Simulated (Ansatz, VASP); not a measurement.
# Ti2Al6H: VASP beside Ansatz

INCAR

```
  PREC = Accurate
  ENCUT = 520
  EDIFF = 1E-6
  ISMEAR = 0
  SIGMA = 0.1
  LREAL = False
  LASPH = True
  NELM = 100
  ALGO = Normal
  ISIF = 2
  LWAVE = False
  LCHARG = False
  LDIPOL = True
  IDIPOL = 3
  DIPOL = 0.5 0.5 0.309
  GGA = PE
  IVDW = 12
  NBANDS = 32
```

KPOINTS

```
regular mesh
0
Gamma
  6 6 1
```

The input POSCAR:

```
Ti2Al6H
1.0
    5.0241861190      0.0000000000      0.0000000000
    2.1588814530      4.5367033218      0.0000000000
    0.0000000000      0.0000000000     21.2187109014
Al Ti H
6 2 1
Direct
    0.5000000000      0.0000000000      0.1885128658
    0.0000000000      0.5000000000      0.1885128658
    0.0000000000      0.0000000000      0.2517328341
    0.0000000000      0.5000000000      0.3193548961
    0.5000000000      0.0000000000      0.3193548961
    0.5000000000      0.5000000000      0.3826203646
    0.5000000000      0.5000000000      0.2517328341
    0.0000000000      0.0000000000      0.3797002555
    0.5000000000      0.5000000000      0.5004409057
```

Input for Ansatz:

```yaml
crystal:
  lattice:
    - [5.024186119, 0.0, 0.0]
    - [2.158881453, 4.5367033218, 0.0]
    - [0.0, 0.0, 21.2187109014]
  atoms:
    - { symbol: Al, position: [0.5, 0.0, 0.1885128658] }
    - { symbol: Al, position: [0.0, 0.5, 0.1885128658] }
    - { symbol: Ti, position: [0.5, 0.5, 0.2517328341] }
    - { symbol: Al, position: [0.0, 0.0, 0.2517328341] }
    - { symbol: Al, position: [0.0, 0.5, 0.3193548961] }
    - { symbol: Al, position: [0.5, 0.0, 0.3193548961] }
    - { symbol: Ti, position: [0.0, 0.0, 0.3797002555] }
    - { symbol: Al, position: [0.5, 0.5, 0.3826203646] }
    - { symbol: H, position: [0.5, 0.5, 0.5004409057] }
basis:
  ecutwfc: 420
kpoints:
  mp_grid: { grid: [6, 6, 1] }
hamiltonian:
  xc: pbe
  pseudopotentials: { kind: paw, azcp: { folder: soft_1 } }
  dispersion: d3bj
scf:
  occupations: { method: gaussian, width: 0.1 }
output:
  forces: true
  eigenvalues: true
  write_density: true
  write_potential: true
  elf: true
  volumetric_format: npy
efield:
  axis: 3
  dipole_correction: true
  ramp_width: 0.04
```

Alike in both runs: task single point; functional PBE; dispersion D3(BJ); k mesh 6 × 6 × 1; occupations gaussian, width 0.1 eV; no spin polarisation.

```csv
,VASP,Ansatz
version,VASP 6.6.1,Ansatz 0.2.0
potentials or method,"VASP PAW PBE potentials, release 64 (Al, Ti_sv, H), cutoff 520 eV","scalar-relativistic, plane waves, PAW"
valence electrons in the cell,43,43
```

```csv
,VASP,Ansatz,Ansatz less VASP
gap on the k mesh at the Fermi level (eV),none,none,-
rms of the force components (eV/Å),0.438,0.438,-0.0002
```

A gap of «none» marks a metal or a gap that the smearing closes. Ansatz's warnings: xc potential rough in thin density.
